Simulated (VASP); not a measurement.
NiO2:

```
Ni O
1.0
     2.79878    0.00000    0.00000
    -1.39939    2.42382    0.00000
     0.00000    0.00000    4.61827
Ni O
1 2
Direct
  0.00000 0.00000 0.50000
  0.66667 0.33333 0.70604
  0.33333 0.66667 0.29396
```

Base run:

```yaml
Program: VASP 6.6.1
Functional: LDA
Potentials_or_basis: VASP PAW LDA potentials, release 64 (Ni, O)
Cutoff: 520 eV
k_mesh: 12 × 12 × 7
Occupations: fermi-dirac, width 0.1 eV
Spin: collinear spin, ferromagnetic start
Starting_moments: "[0.56, 0.18, 0.18] μB"
Fixed_moment: 0.9 μB
```

Its results: pressure -5.7 GPa; site moments Ni +0.50; O +0.17 μB; largest force 0.557 eV/Å.

Task: The run is repeated on the same cell with these changes: fixed moment from 0.9 μB to 1.3 μB; moments at the start from [0.56, 0.18, 0.18] to [0.79, 0.27, 0.27]. What comes out?

Result: Pressure -3.1 GPa; site moments Ni +0.71; O +0.25 μB; largest force 0.415 eV/Å.

Caveats: the cell stands under tension; the total moment is fixed, so each spin has its own Fermi level; a cell with one magnetic atom can't hold antiferromagnetic order, which such compounds often take.
